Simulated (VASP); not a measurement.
Write the native input for VASP 6.6.1 that does the following.

| Property | Result |
| --- | --- |
| Task | single point |
| Functional | LDA |
| Potentials or basis | VASP PAW LDA potentials, release 64 (Cd, Ag) |
| Cutoff | 520 eV |
| k mesh | 14 × 14 × 14 |
| Occupations | gaussian, width 0.15 eV |
| Spin | no spin polarisation |
| Dipole correction | no |
| Further INCAR settings | ALGO = Fast; EDIFF = 1e-06; NBANDS = 18 |

The structure of CdAg lies in POSCAR:

```
CdAg
1.0
    3.4965000000      0.0000000000      0.0000000000
    0.0000000000      3.4965000000      0.0000000000
    0.0000000000      0.0000000000      3.1635000000
Cd Ag
1 1
Direct
    0.5000000000      0.5000000000      0.5000000000
    0.0000000000      0.0000000000      0.0000000000
```

This cell differs from its parent crystal: strain +0.050 along x and y, -0.050 along z.

The input as run:

INCAR

```
SYSTEM = CdAg
PREC = Accurate
ENCUT = 520
EDIFF = 1E-6
ISMEAR = 0
SIGMA = 0.15
LREAL = .FALSE.
LASPH = .TRUE.
NELM = 80
ALGO = Fast
ISIF = 2
LWAVE = .FALSE.
LCHARG = .TRUE.
GGA = CA
LELF = .TRUE.
LVHAR = .TRUE.
NBANDS = 18
```

KPOINTS

```
Automatic mesh
0
G
  14 14 14
  0 0 0
```

Potentials or basis: VASP PAW LDA potentials, release 64 (Cd, Ag).

Launch:

```console
$ cat potpaw_LDA.64/Cd/POTCAR potpaw_LDA.64/Ag/POTCAR > POTCAR
$ mpirun -np 1 vasp_std > vasp.out
```

Results of the run:

```json
{
 "Pressure": "-8.3 GPa"
}
```

Caveat: the cell differs from its parent crystal (strain +0.050 along x and y, -0.050 along z).

Run time: 2.3 min on 1 thread of Oxide Virtual Turin-like Processor, on a shared host, peak memory 0.27 GiB.
